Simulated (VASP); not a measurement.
# Bi (Im-3m) in VASP: notebook, part 2 of 2

VASP 6.6.1. Earlier steps stand in the parts before.

### Step 3. Relaxation of cell and atoms, PBEsol, target pressure 5 GPa, at which the enthalpy is minimised

INCAR

```
ALGO = Normal
EDIFF = 1E-7
EDIFFG = -0.02
ENCUT = 600
GGA = PS
IBRION = 2
ISIF = 3
ISMEAR = -1
LASPH = T
LCHARG = F
LREAL = F
LWAVE = F
NELM = 100
NSW = 80
PREC = Accurate
PSTRESS = 50.0
SIGMA = 0.05
```

KPOINTS

```
k-points
0
Gamma
  9 9 9
```

POSCAR

```
Bi
1.0
   -1.9814305318      1.9814305318      1.9814305318
    1.9814305318     -1.9814305318      1.9814305318
    1.9814305318      1.9814305318     -1.9814305318
Bi
1
Direct
    0.0000000000      0.0000000000      0.0000000000
```

Potentials or basis: VASP PAW PBE potentials, release 64 (Bi_d).

Run with:

```sh
$ cat potpaw_PBE.64/Bi_d/POTCAR > POTCAR
$ mpirun -np 1 vasp_std > vasp.out
```

OUTCAR:

```text
EDIFF = 1E-7
   EDIFFG = -0.02
   ENCUT = 600
   GGA = PS
   IBRION = 2
   ISIF = 3
   ISMEAR = -1
   LASPH = T
   LREAL = F
   NELM = 100
   NSW = 80
   PREC = Accurate
   PSTRESS = 50.0

 ion  position               nearest neighbor table
   1  0.000  0.000  0.000-

  LATTYP: Found a body centered cubic cell.
 ALAT       =     3.9628610636

  Lattice vectors:

 A1 = (  -1.9814305318,   1.9814305318,   1.9814305318)
 A2 = (   1.9814305318,  -1.9814305318,   1.9814305318)
 A3 = (   1.9814305318,   1.9814305318,  -1.9814305318)

Analysis of symmetry for initial positions (statically):
=====================================================================
 Subroutine PRICEL returns:
 Original cell was already a primitive cell.

 Routine SETGRP: Setting up the symmetry group for a
 body centered cubic supercell.

 Subroutine GETGRP returns: Found 48 space group operations
[... 9 lines left out ...]

 Routine SETGRP: Setting up the symmetry group for a
 body centered cubic supercell.

 Subroutine GETGRP returns: Found 48 space group operations
[... 11 lines left out ...]
                                     Primitive cell

  volume of cell :      31.1169

  direct lattice vectors                    reciprocal lattice vectors
    -1.981430532  1.981430532  1.981430532     0.000000000  0.252342937  0.252342937
     1.981430532 -1.981430532  1.981430532     0.252342937  0.000000000  0.252342937
     1.981430532  1.981430532 -1.981430532     0.252342937  0.252342937  0.000000000

  length of vectors
     3.431938353  3.431938353  3.431938353     0.356866804  0.356866804  0.356866804

  position of ions in fractional coordinates (direct lattice)
     0.000000000  0.000000000  0.000000000

  ion indices of the primitive-cell ions
   primitive index   ion index
                 1           1

----------------------------------------------------------------------------------------

 KPOINTS: k-points

Automatic generation of k-mesh.
 Grid dimensions read from file:
[... 90 lines left out ...]
   GGA     = PS    functional components
   LHFCALC =     F    Hartree Fock is set to
   AEXX    =    0.0000 exact exchange contribution
   IVDW    =     0    specifies the selected vdW correction
   LEPSILON=     F    determine dielectric tensor
   LRPA    =     F    only Hartree local field effects (RPA)
 conjugate gradient relaxation of ions
 non-spin polarized calculation
  energy-cutoff  :      600.00
  volume of cell :       31.12
 maximum number of plane-waves:      1055
   NGX = 13   NGY = 13   NGZ = 13

--------------------------------------- Ionic step        1  -------------------------------------------

 number of electron      14.9999994 magnetization

 Free energy of the ion-electron system (eV)
  ---------------------------------------------------
  ext. energy  EPLUGINS =         0.00000000
  ---------------------------------------------------
  free energy    TOTEN  =        -4.22742945 eV

  energy without entropy =       -4.22326224  energy(sigma->0) =       -4.22534585

------------------------ aborting loop because EDIFF is reached ----------------------------------------

  FORCE on cell =-STRESS in cart. coord.  units (eV):
  Direction    XX          YY          ZZ          XY          YZ          ZX
  --------------------------------------------------------------------------------------
  -------------------------------------------------------------------------------------
  Total       -0.3850355     -0.3850355     -0.3850355      0.0000000     -0.0000000     -0.0000000
  in kB      -19.8250760    -19.8250760    -19.8250760      0.0000000     -0.0000000     -0.0000000
  external PRESSURE =     -69.8250760 kB  Pullay stress =      50.0000000 kB
[... 24 lines left out ...]
--------------------------------------- Ionic step        2  -------------------------------------------

 number of electron      15.0000004 magnetization

 E-fermi :  10.7206     XC(G=0): -11.4453

 val. band max:       10.7081198159   @ k =  -0.2222   0.2222   0.2222
 cond. band min:      10.9017056303   @ k =   0.2222   0.0000   0.0000
 fundamental gap:      0.1935858144
 Fermi energy:        10.7206021197

 k-point     1 :       0.0000    0.0000    0.0000
  band No.  band energies     occupation
      1     -12.6552      2.00000
      2     -12.6552      2.00000
      3     -12.6552      2.00000
      4     -12.4073      2.00000
      5     -12.4073      2.00000
      6      -4.6225      2.00000
      7      17.2868      0.00000
      8      17.2868      0.00000
      9      17.2868      0.00000
     10      20.9783      0.00000
     11      20.9792      0.00000
[... 395 lines left out ...]
--------------------------------------- Ionic step        4  -------------------------------------------

 number of electron      15.0000000 magnetization

 Free energy of the ion-electron system (eV)
  ---------------------------------------------------
  ext. energy  EPLUGINS =         0.00000000
  ---------------------------------------------------
  free energy    TOTEN  =        -4.20286808 eV

  energy without entropy =       -4.19786097  energy(sigma->0) =       -4.20036452

 E-fermi :   9.3196     XC(G=0): -10.9671

 val. band max:        9.0586592659   @ k =  -0.2222   0.2222   0.2222
 cond. band min:       9.3267366901   @ k =   0.3333   0.2222   0.1111
 fundamental gap:      0.2680774242
 Fermi energy:         9.3195693798

 k-point     1 :       0.0000    0.0000    0.0000
  band No.  band energies     occupation
      1     -13.8830      2.00000
      2     -13.8830      2.00000
      3     -13.8830      2.00000
      4     -13.6986      2.00000
      5     -13.6986      2.00000
      6      -5.1744      2.00000
      7      15.1168      0.00000
      8      15.1168      0.00000
      9      15.1168      0.00000
     10      19.6536      0.00000
     11      19.6536      0.00000
[... 354 lines left out ...]
  energy  without entropy=       -4.1978609743  energy(sigma->0) =       -4.20036452

  enthalpy is  TOTEN    =        -3.3316298805 eV   P V=        0.8712381951

 reached required accuracy - stopping structural energy minimisation
```

CONTCAR:

```text
Bi
   1.00000000000000
    -1.9110519707514542    1.9110519707514542    1.9110519707514542
     1.9110519707514542   -1.9110519707514542    1.9110519707514542
     1.9110519707514542    1.9110519707514542   -1.9110519707514542
  Bi
     1
Direct
     0.0000000000000000    0.0000000000000000    0.0000000000000000

  0.00000000E+00  0.00000000E+00  0.00000000E+00
```

It took 44 s on 1 thread of AMD EPYC 7R43 (Zen 3), shared host; peak memory 0.13 GiB.

Results:

- Free energy: -4.2029 eV
- Relaxed volume: 27.92 Å³/atom
- Relaxed cell: a = 3.310 Å, b = 3.310 Å, c = 3.310 Å, α = 109.47°, β = 109.47°, γ = 109.47°
- Space group after relaxing (to 0.05 Å): Im-3m (No. 229)
- Energy change on relaxing (the enthalpy is what falls): +24.6 meV/atom
- Ionic steps: 4
- Pressure after relaxing: 5.0 GPa

Step by step:
| step | energy change (eV) | largest force (eV/Å) | pressure (GPa) | volume (Å³) |
| --- | --- | --- | --- | --- |
| 1 | 0.0000 | 0.0000 | -1.98 | 31.12 |
| 2 | 0.1707 | 0.0000 | 14.40 | 25.40 |
| 3 | 0.0227 | 0.0000 | 4.83 | 27.98 |
| 4 | 0.0246 | 0.0000 | 5.02 | 27.92 |

Final structure:
```
Bi
1.0
    -1.91105    1.91105    1.91105
     1.91105   -1.91105    1.91105
     1.91105    1.91105   -1.91105
Bi
1
Direct
  0.00000 0.00000 0.00000
```

Caveat: the cell is relaxed towards a set pressure, so the enthalpy falls and the energy may rise; the PAW data sets were made with another functional, which shifts forces and pressure a little; spin-orbit coupling is left out, which moves the levels of the heavy elements.

### Step 4. Relaxation of cell and atoms, PBEsol, target pressure 10 GPa, at which the enthalpy is minimised

INCAR

```
  PREC = Accurate
  ENCUT = 600
  EDIFF = 1E-7
  ISMEAR = -1
  SIGMA = 0.05
  LREAL = False
  LASPH = True
  NELM = 60
  ALGO = Normal
  ISIF = 3
  LWAVE = False
  LCHARG = False
  GGA = PS
  IBRION = 2
  NSW = 80
  EDIFFG = -0.02
  PSTRESS = 100.0
```

KPOINTS

```
regular mesh
0
Gamma
  9 9 9
```

POSCAR is that of step 3.

Run with:

```sh
$ cat potpaw_PBE.64/Bi_d/POTCAR > POTCAR
$ mpirun -np 1 vasp_std > vasp.out
```

It took 74 s on 1 thread of AMD EPYC 7R43 (Zen 3), shared host; peak memory 0.14 GiB.

Results (log left out):

```yaml
Free_energy: -4.1340 eV
Relaxed_volume: 26.42 Å³/atom
Relaxed_cell: a = 3.250 Å, b = 3.250 Å, c = 3.250 Å, α = 109.47°, β = 109.47°, γ = 109.47°
Space_group_after_relaxing_to_0.05_Å: Im-3m (No. 229)
Energy_change_on_relaxing_the_enthalpy_is_what_falls: +93.4 meV/atom
Ionic_steps: 7
Pressure_after_relaxing: 10.0 GPa
```

The path:
```
step  energy change (eV)  largest force (eV/Å)  pressure (GPa)  volume (Å³)
   1              0.0000                0.0000           -1.98        31.12
   2              0.7574                0.0000           40.85        21.77
   3              0.0816                0.0000            9.24        26.62
   4              0.0905                0.0000            9.82        26.47
   5              0.0960                0.0000           10.16        26.38
   6              0.0903                0.0000            9.81        26.47
   7              0.0934                0.0000           10.00        26.42
```

Final structure:
```
Bi
1.0
    -1.87628    1.87628    1.87628
     1.87628   -1.87628    1.87628
     1.87628    1.87628   -1.87628
Bi
1
Cartesian
  0.0000 0.0000 0.0000
```

Levels at points of the mesh, in eV from the Fermi level:
```csv
k point,band 4,band 5,band 6,band 7,band 8,band 9,band 10,band 11
"(0.00, 0.00, 0.00)",-23.08,-23.08,-14.98,6.24,6.24,6.24,10.30,10.30
```

Caveat: the cell is relaxed towards a set pressure, so the enthalpy falls and the energy may rise; the volume moved by over 15 % at a fixed basis, so the end points are rough; the PAW data sets were made with another functional, which shifts forces and pressure a little; spin-orbit coupling is left out, which moves the levels of the heavy elements.

### Step 5. Overview

```tsv
cell	gap on the mesh (eV)	pressure (GPa)
relaxed	none	0.0
relaxed to 5 GPa	none	5.0
relaxed to 10 GPa	none	10.0
```

Alike in all rows: task relaxation of cell and atoms; level PBEsol; potentials or basis VASP PAW PBE potentials, release 64 (Bi_d); no spin polarisation; k mesh 9 × 9 × 9; cutoff (eV) 600; smearing fermi-dirac 0.05 eV.

Caveats: the PAW data sets were made with another functional, which shifts forces and pressure a little; spin-orbit coupling is left out, which moves the levels of the heavy elements; the cell is relaxed towards a set pressure, so the enthalpy falls and the energy may rise (some runs); the volume moved by over 15 % at a fixed basis, so the end points are rough (some runs).

Total energies depend on the potentials used, so only differences within one code and one set of settings carry meaning.
